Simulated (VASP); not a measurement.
# Cu (I4/mmm) in VASP: notebook

The runs below take Cu through single point, with PBE.

Program: VASP 6.6.1. These are calculated values, not measurements. Logs are shortened: lines on timing, memory, paths and dates and some standing lists are left out, and cuts for length are marked.

## (1) The cell of the first run

The structure is tetragonal, space group I4/mmm (No. 139). Conventional cell: a = 2.556 Å, b = 2.556 Å, c = 3.507 Å, α = 90.00°, β = 90.00°, γ = 90.00°. Cu (site symmetry 4/mmm) has 12 Cu at 2.52 to 2.56 Å within 3.3 Å.

## (2) Single point, PBE (zz strain of -3 %)

Input file INCAR:

```
SYSTEM = Cu
ALGO = Normal
EDIFF = 1E-6
ENCUT = 520
GGA = PE
ISIF = 2
ISMEAR = -1
LASPH = .True.
LCHARG = .False.
LREAL = .False.
LWAVE = .False.
NBANDS = 12
NELM = 80
PREC = Accurate
SIGMA = 0.08
```

Input file KPOINTS:

```
k-points
0
Gamma
  19 19 19
  0 0 0
```

Input file POSCAR:

```
Cu
1.0
    0.0000000000      1.8075000000      1.7532750000
    1.8075000000      0.0000000000      1.7532750000
    1.8075000000      1.8075000000      0.0000000000
Cu
1
Direct
    0.0000000000      0.0000000000      0.0000000000
```

Potentials or basis: VASP PAW PBE potentials, release 64 (Cu).

On the command line:

```
> cat potpaw_PBE.64/Cu/POTCAR > POTCAR
> mpirun -np 1 vasp_std > vasp.out
```

OUTCAR:

```text
SYSTEM = Cu
   EDIFF = 1E-6
   ENCUT = 520
   GGA = PE
   ISIF = 2
   ISMEAR = -1
   LASPH = .True.
   LREAL = .False.
   NELM = 80
   PREC = Accurate

 ion  position               nearest neighbor table
   1  0.000  0.000  0.000-

  LATTYP: Found a body centered tetragonal cell.
 ALAT       =     2.5561910140
 C/A-ratio  =     1.3717871555

  Lattice vectors:

 A1 = (   0.0000000000,  -1.8075000000,  -1.7532750000)
 A2 = (   0.0000000000,   1.8075000000,  -1.7532750000)
 A3 = (   1.8075000000,   0.0000000000,   1.7532750000)

Analysis of symmetry for initial positions (statically):
=====================================================================
 Subroutine PRICEL returns:
 Original cell was already a primitive cell.

 Routine SETGRP: Setting up the symmetry group for a
 body centered tetragonal supercell.

 Subroutine GETGRP returns: Found 16 space group operations
 (whereof 16 operations were pure point group operations)
 out of a pool of 16 trial point group operations.

The static configuration has the point symmetry D_4h.

Analysis of symmetry for dynamics (positions and initial velocities):
=====================================================================
 Subroutine PRICEL returns:
 Original cell was already a primitive cell.

 Routine SETGRP: Setting up the symmetry group for a
 body centered tetragonal supercell.

 Subroutine GETGRP returns: Found 16 space group operations
 (whereof 16 operations were pure point group operations)
 out of a pool of 16 trial point group operations.

The dynamic configuration has the point symmetry D_4h.

 Subroutine INISYM returns: Found 16 space group operations
 (whereof 16 operations are pure point group operations),
 and found     1 'primitive' translations

----------------------------------------------------------------------------------------

                                     Primitive cell

  volume of cell :      11.4561

  direct lattice vectors                    reciprocal lattice vectors
     0.000000000  1.807500000  1.753275000    -0.276625173  0.276625173  0.285180591
     1.807500000  0.000000000  1.753275000     0.276625173 -0.276625173  0.285180591
     1.807500000  1.807500000  0.000000000     0.276625173  0.276625173 -0.285180591

  length of vectors
     2.518140083  2.518140083  2.556191014     0.484118727  0.484118727  0.484118727

  position of ions in fractional coordinates (direct lattice)
     0.000000000  0.000000000  0.000000000

  ion indices of the primitive-cell ions
   primitive index   ion index
                 1           1

----------------------------------------------------------------------------------------

 KPOINTS: k-points

Automatic generation of k-mesh.
 Grid dimensions read from file:
 generate k-points for:   19   19   19

 Generating k-lattice:

  Cartesian coordinates                     Fractional coordinates (reciprocal lattice)
    -0.014559220  0.014559220  0.015009505     0.052631579  0.000000000  0.000000000
     0.014559220 -0.014559220  0.015009505     0.000000000  0.052631579  0.000000000
     0.014559220  0.014559220 -0.015009505     0.000000000  0.000000000  0.052631579

  Length of vectors
     0.025479933  0.025479933  0.025479933

  Shift w.r.t. Gamma in fractional coordinates (k-lattice)
     0.000000000  0.000000000  0.000000000

 Subroutine IBZKPT returns following result:
 ===========================================

 Found    550 irreducible k-points:

 Following reciprocal coordinates:
            Coordinates               Weight
  0.000000  0.000000  0.000000      1.000000
  0.052632  0.000000  0.000000      8.000000
  0.105263  0.000000  0.000000      8.000000
  0.157895  0.000000  0.000000      8.000000
  0.210526  0.000000  0.000000      8.000000
  0.263158  0.000000  0.000000      8.000000
[... 16 lines left out ...]
 -0.315789  0.052632  0.000000      8.000000
 -0.263158  0.052632  0.000000      8.000000
 [... further k-points ...]
   k-points           NKPTS =    550   k-points in BZ     NKDIM =    550   number of bands    NBANDS=     12
   number of dos      NEDOS =    301   number of ions     NIONS =      1
   total plane-waves  NPLWV =   8000
   dimension x,y,z NGX =    20 NGY =   20 NGZ =   20
   dimension x,y,z NGXF=    40 NGYF=   40 NGZF=   40
   ions per type =               1
   NGX,Y,Z   is equivalent  to a cutoff of  13.20, 13.20, 13.01 a.u.
   NGXF,Y,Z  is equivalent  to a cutoff of  26.41, 26.41, 26.01 a.u.
 SYSTEM =  Cu
   PREC   = accura    normal or accurate (medium, high low for compatibility)
   ISTART =      0    job   : 0-new  1-cont  2-samecut
   ICHARG =      2    charge: 1-file 2-atom 10-const
   ISPIN  =      1    spin polarized calculation?
   LNONCOLLINEAR =      F non collinear calculations
   LSORBIT =      F    spin-orbit coupling
   LASPH  =      T    aspherical Exc in radial PAW
   ENCUT  =  520.0 eV  38.22 Ry    6.18 a.u.   4.68  4.68  4.75*2*pi/ulx,y,z
   NELM   =     80;   NELMIN=  2; NELMDL= -5     # of ELM steps
   EDIFF  = 0.1E-05   stopping-criterion for ELM
   LREAL  =      F    real-space projection
   EDIFFG = 0.1E-04   stopping-criterion for IOM
   NSW    =      0    number of steps for IOM
   IBRION =     -1    ionic relax: 0-MD 1-quasi-New 2-CG
   NFREE  =      0    steps in history (QN), initial steepest desc. (CG)
   ISIF   =      2    stress and relaxation
   ISYM   =      2    0-nonsym 1-usesym 2-fastsym
   POTIM  = 0.5000    time-step for ionic-motion
   TEBEG  =    0.0;   TEEND  =   0.0 temperature during run
   PSTRESS=    0.0 pullay stress
   NELECT =      11.0000    total number of electrons
   NUPDOWN=      -1.0000    fix difference up-down
   EMIN   =  10.00;   EMAX   =-10.00  energy-range for DOS
   EFERMI =   0.00;   METHOD = LEGACY
   ISMEAR =    -1;   SIGMA  =   0.08  broadening in eV -4-tet -1-fermi 0-gaus
   EFERMI_NEDOS =   21; number of points for ismear=-14 and -15
   IALGO  =     38    algorithm
   IMIX   =      4    mixing-type and parameters
     AMIX     =   0.40;   BMIX     =  1.00
     AMIX_MAG =   1.60;   BMIX_MAG =  1.00
  volume/ion in A,a.u.               =      11.46        77.31
  Fermi-wavevector in a.u.,A,eV,Ry     =   1.615078  3.052055 35.490485  2.608477
  Thomas-Fermi vector in A             =   2.709884
   LORBIT       =      0    0 simple, 1 ext, 2 COOP (PROOUT), +10 PAW based schemes
   GGA     = PE    functional components
   LHFCALC =     F    Hartree Fock is set to
   AEXX    =    0.0000 exact exchange contribution
   IVDW    =     0    specifies the selected vdW correction
   LEPSILON=     F    determine dielectric tensor
   LRPA    =     F    only Hartree local field effects (RPA)
 non-spin polarized calculation
  energy-cutoff  :      520.00
  volume of cell :       11.46
 maximum number of plane-waves:       323
   NGX =  9   NGY =  9   NGZ =  9

 number of electron      11.0000008 magnetization

 Free energy of the ion-electron system (eV)
  ---------------------------------------------------
  ext. energy  EPLUGINS =         0.00000000
  ---------------------------------------------------
  free energy    TOTEN  =        -3.71692512 eV

  energy without entropy =       -3.71015881  energy(sigma->0) =       -3.71354196

 E-fermi :   8.0136     XC(G=0): -12.9043

 val. band max:        7.9941176337   @ k =  -0.3158   0.2105   0.0526
 cond. band min:       8.0397893810   @ k =  -0.3684   0.0526   0.1579
 fundamental gap:      0.0456717472
 Fermi energy:         8.0135894093

 k-point     1 :       0.0000    0.0000    0.0000
  band No.  band energies     occupation
      1      -1.6167      2.00000
      2       4.7933      2.00000
      3       4.7933      2.00000
      4       4.9432      2.00000
      5       5.6251      2.00000
      6       5.7749      2.00000
      7      30.8253      0.00000
      8      33.6469      0.00000
      9      33.6469      0.00000
     10      33.8027      0.00000
     11      36.1578      0.00000
     12      36.2540      0.00000

 k-point     2 :       0.0526    0.0000    0.0000
  band No.  band energies     occupation
      1      -1.5133      2.00000
      2       4.7842      2.00000
      3       4.8135      2.00000
      4       4.9495      2.00000
      5       5.6187      2.00000
      6       5.7652      2.00000
      7      30.2964      0.00000
      8      32.3422      0.00000
      9      33.3004      0.00000
     10      33.4278      0.00000
     11      36.6629      0.00000
     12      36.7326      0.00000

 k-point     3 :       0.1053    0.0000    0.0000
  band No.  band energies     occupation
      1      -1.2066      2.00000
      2       4.7412      2.00000
      3       4.8660      2.00000
      4       4.9834      2.00000
      5       5.6073      2.00000
      6       5.7422      2.00000
      7      28.1342      0.00000
      8      31.6202      0.00000
      9      32.6396      0.00000
     10      32.8255      0.00000
     11      37.6823      0.00000
     12      37.7153      0.00000
[... 286 lines left out ...]
 k-point    23 :      -0.3158    0.0526    0.0000
  band No.  band energies     occupation
      1       1.8624      2.00000
      2       4.7563      2.00000
      3       4.8795      2.00000
      4       4.9755      2.00000
      5       5.9271      2.00000
      6       6.1880      2.00000
      7      16.9200      0.00000
      8      28.5651      0.00000
      9      30.5063      0.00000
     10      31.7211      0.00000
     11      33.6707      0.00000
     12      35.9594      0.00000

 k-point    24 :      -0.2632    0.0526    0.0000
  band No.  band energies     occupation
      1       1.0868      2.00000
      2       4.5590      2.00000
      3       4.9434      2.00000
      4       5.0383      2.00000
      5       5.7472      2.00000
      6       6.0218      2.00000
      7      19.3354      0.00000
      8      28.6579      0.00000
      9      31.1727      0.00000
     10      32.4985      0.00000
     11      34.3334      0.00000
     12      36.1174      0.00000

 [... further k-points ...]

------------------------ aborting loop because EDIFF is reached ----------------------------------------

  FORCE on cell =-STRESS in cart. coord.  units (eV):
  Direction    XX          YY          ZZ          XY          YZ          ZX
  --------------------------------------------------------------------------------------
  -------------------------------------------------------------------------------------
  Total        0.4836690      0.4836690      0.5809024      0.0000000      0.0000000     -0.0000000
  in kB       67.6428907     67.6428907     81.2413384      0.0000000      0.0000000     -0.0000000
  external PRESSURE =      72.1757066 kB  Pullay stress =       0.0000000 kB

 VOLUME and BASIS-vectors are now :
 -----------------------------------------------------------------------------
  energy-cutoff  :      520.00
  volume of cell :       11.46
      direct lattice vectors                 reciprocal lattice vectors
     0.000000000  1.807500000  1.753275000    -0.276625173  0.276625173  0.285180591
     1.807500000  0.000000000  1.753275000     0.276625173 -0.276625173  0.285180591
     1.807500000  1.807500000  0.000000000     0.276625173  0.276625173 -0.285180591

 POSITION                                       TOTAL-FORCE (eV/Angst)
 -----------------------------------------------------------------------------------
      0.00000      0.00000      0.00000         0.000000      0.000000     -0.000000
 -----------------------------------------------------------------------------------
    total drift:                                0.000000      0.000000      0.000000

  FREE ENERGIE OF THE ION-ELECTRON SYSTEM (eV)
  ---------------------------------------------------
  free  energy   TOTEN  =        -3.7169251192 eV

  energy  without entropy=       -3.7101588097  energy(sigma->0) =       -3.71354196
```

Run time: 35 s. Hardware: 1 thread of Intel Xeon 6975P-C (Granite Rapids), shared host; peak memory 0.18 GiB.

Results:

```
Free energy : -3.7169 eV
Pressure    : 7.2 GPa
```

Stress tensor (GPa, compression positive):
```
6.76 0.00 0.00
0.00 6.76 0.00
0.00 0.00 8.12
```

Levels at points of the mesh, in eV from the Fermi level:
| k point | band 3 | band 4 | band 5 | band 6 | band 7 | band 8 | band 9 | band 10 |
| --- | --- | --- | --- | --- | --- | --- | --- | --- |
| (0.00, 0.00, 0.00) | -3.22 | -3.07 | -2.39 | -2.24 | 22.81 | 25.63 | 25.63 | 25.79 |

Caveat: the cell differs from its parent crystal (zz strain of -3 %).

## (3) Single point, PBE (zz strain of -2 %)

Input file INCAR:

```
SYSTEM = Cu
PREC     = Accurate       ! precision mode
ENCUT    = 520            ! plane-wave cutoff, eV
EDIFF    = 1E-7           ! SCF threshold, eV
ISMEAR   = -1             ! smearing method
SIGMA    = 0.08           ! smearing width, eV
LREAL    = .FALSE.        ! projectors in reciprocal space
LASPH    = .TRUE.         ! aspherical terms in the spheres
NELM     = 60             ! most SCF steps
ALGO     = Normal         ! electronic algorithm
ISIF     = 2              ! what is computed and relaxed
LWAVE    = .FALSE.        ! write WAVECAR
LCHARG   = .FALSE.        ! write CHGCAR
GGA      = PE             ! functional
NBANDS   = 12             ! bands
```

Input file KPOINTS:

```
Automatic mesh
0
G
  19 19 19
  0 0 0
```

Input file POSCAR:

```
Cu
1.0
    0.0000000000      1.8075000000      1.7713500000
    1.8075000000      0.0000000000      1.7713500000
    1.8075000000      1.8075000000      0.0000000000
Cu
1
Direct
    0.0000000000      0.0000000000      0.0000000000
```

Potentials or basis: VASP PAW PBE potentials, release 64 (Cu).

On the command line:

```
> cat potpaw_PBE.64/Cu/POTCAR > POTCAR
> mpirun -np 1 vasp_std > vasp.out
```

OUTCAR:

```text
SYSTEM = Cu
   PREC = Accurate
   ENCUT = 520
   EDIFF = 1E-7
   ISMEAR = -1
   LREAL = .FALSE.
   LASPH = .TRUE.
   NELM = 60
   ISIF = 2
   GGA = PE

 ion  position               nearest neighbor table
   1  0.000  0.000  0.000-

  LATTYP: Found a body centered tetragonal cell.
 ALAT       =     2.5561910140
 C/A-ratio  =     1.3859292911

  Lattice vectors:

 A1 = (   0.0000000000,  -1.8075000000,  -1.7713500000)
 A2 = (   0.0000000000,   1.8075000000,  -1.7713500000)
 A3 = (   1.8075000000,   0.0000000000,   1.7713500000)

Analysis of symmetry for initial positions (statically):
=====================================================================
 Subroutine PRICEL returns:
 Original cell was already a primitive cell.

 Routine SETGRP: Setting up the symmetry group for a
 body centered tetragonal supercell.

 Subroutine GETGRP returns: Found 16 space group operations
 (whereof 16 operations were pure point group operations)
 out of a pool of 16 trial point group operations.

The static configuration has the point symmetry D_4h.

Analysis of symmetry for dynamics (positions and initial velocities):
=====================================================================
 Subroutine PRICEL returns:
 Original cell was already a primitive cell.

 Routine SETGRP: Setting up the symmetry group for a
 body centered tetragonal supercell.

 Subroutine GETGRP returns: Found 16 space group operations
 (whereof 16 operations were pure point group operations)
 out of a pool of 16 trial point group operations.

The dynamic configuration has the point symmetry D_4h.

 Subroutine INISYM returns: Found 16 space group operations
 (whereof 16 operations are pure point group operations),
 and found     1 'primitive' translations

----------------------------------------------------------------------------------------

                                     Primitive cell

  volume of cell :      11.5742

[... 107 lines left out ...]
  volume/ion in A,a.u.               =      11.57        78.11
  Fermi-wavevector in a.u.,A,eV,Ry     =   1.609566  3.041638 35.248641  2.590702
  Thomas-Fermi vector in A             =   2.705255
   LORBIT       =      0    0 simple, 1 ext, 2 COOP (PROOUT), +10 PAW based schemes
   GGA     = PE    functional components
   LHFCALC =     F    Hartree Fock is set to
   AEXX    =    0.0000 exact exchange contribution
   IVDW    =     0    specifies the selected vdW correction
   LEPSILON=     F    determine dielectric tensor
   LRPA    =     F    only Hartree local field effects (RPA)
 non-spin polarized calculation
  energy-cutoff  :      520.00
  volume of cell :       11.57
 maximum number of plane-waves:       327
   NGX =  9   NGY =  9   NGZ =  9

 number of electron      11.0000009 magnetization

 Free energy of the ion-electron system (eV)
  ---------------------------------------------------
  ext. energy  EPLUGINS =         0.00000000
  ---------------------------------------------------
  free energy    TOTEN  =        -3.72220135 eV

  energy without entropy =       -3.71520756  energy(sigma->0) =       -3.71870446

 E-fermi :   7.8836     XC(G=0): -12.8442

 val. band max:        7.8719668505   @ k =   0.4737   0.0526   0.3684
 cond. band min:       7.8866862303   @ k =   0.4737   0.3158   0.0526
 fundamental gap:      0.0147193797
 Fermi energy:         7.8836482759

 k-point     1 :       0.0000    0.0000    0.0000
  band No.  band energies     occupation
      1      -1.6678      2.00000
      2       4.7109      2.00000
      3       4.7109      2.00000
      4       4.8099      2.00000
      5       5.5404      2.00000
      6       5.6390      2.00000
      7      30.6024      0.00000
      8      33.3689      0.00000
      9      33.3689      0.00000
     10      33.4633      0.00000
     11      35.8698      0.00000
     12      35.9309      0.00000
[... 331 lines left out ...]
 k-point    24 :      -0.2632    0.0526    0.0000
  band No.  band energies     occupation
      1       1.0251      2.00000
      2       4.4659      2.00000
      3       4.8660      2.00000
      4       4.9152      2.00000
      5       5.6391      2.00000
      6       5.9037      2.00000
      7      19.0958      0.00000
      8      28.2515      0.00000
      9      31.0209      0.00000
     10      32.2806      0.00000
     11      34.2416      0.00000
     12      35.8857      0.00000

 [... further k-points ...]
[... 5 lines left out ...]
  --------------------------------------------------------------------------------------
  -------------------------------------------------------------------------------------
  Total        0.3717924      0.3717924      0.4351731      0.0000000     -0.0000000      0.0000000
  in kB       51.4659635     51.4659635     60.2395450      0.0000000     -0.0000000      0.0000000
  external PRESSURE =      54.3904907 kB  Pullay stress =       0.0000000 kB

 VOLUME and BASIS-vectors are now :
 -----------------------------------------------------------------------------
  energy-cutoff  :      520.00
  volume of cell :       11.57
      direct lattice vectors                 reciprocal lattice vectors
     0.000000000  1.807500000  1.771350000    -0.276625173  0.276625173  0.282270585
     1.807500000  0.000000000  1.771350000     0.276625173 -0.276625173  0.282270585
     1.807500000  1.807500000  0.000000000     0.276625173  0.276625173 -0.282270585

 POSITION                                       TOTAL-FORCE (eV/Angst)
 -----------------------------------------------------------------------------------
      0.00000      0.00000      0.00000         0.000000     -0.000000      0.000000
 -----------------------------------------------------------------------------------
    total drift:                                0.000000      0.000000      0.000000

  FREE ENERGIE OF THE ION-ELECTRON SYSTEM (eV)
  ---------------------------------------------------
  free  energy   TOTEN  =        -3.7222013548 eV

  energy  without entropy=       -3.7152075625  energy(sigma->0) =       -3.71870446
```

stdout:

```text
POSCAR found type information on POSCAR Cu
 POSCAR found :  1 types and       1 ions
 scaLAPACK will be used
 LDA part: xc-table for (Slater+PW92), standard interpolation
 POSCAR, INCAR and KPOINTS ok, starting setup
 FFT: planning ... GRIDC
 FFT: planning ... GRID_SOFT
 FFT: planning ... GRID
 WAVECAR not read
 entering main loop
```

Wall time 34 s (1 thread of Intel Xeon 6975P-C (Granite Rapids), shared host); peak memory 0.18 GiB.

Results:

- Free energy: -3.7222 eV
- Pressure: 5.4 GPa

Stress tensor (GPa, compression positive):
```
5.15 0.00 0.00
0.00 5.15 0.00
0.00 0.00 6.02
```

Levels at points of the mesh, in eV from the Fermi level:
| k point | band 4 | band 5 | band 6 | band 7 | band 8 | band 9 |
| --- | --- | --- | --- | --- | --- | --- |
| (0.00, 0.00, 0.00) | -3.07 | -2.34 | -2.24 | 22.72 | 25.49 | 25.49 |

Caveat: the cell differs from its parent crystal (zz strain of -2 %).
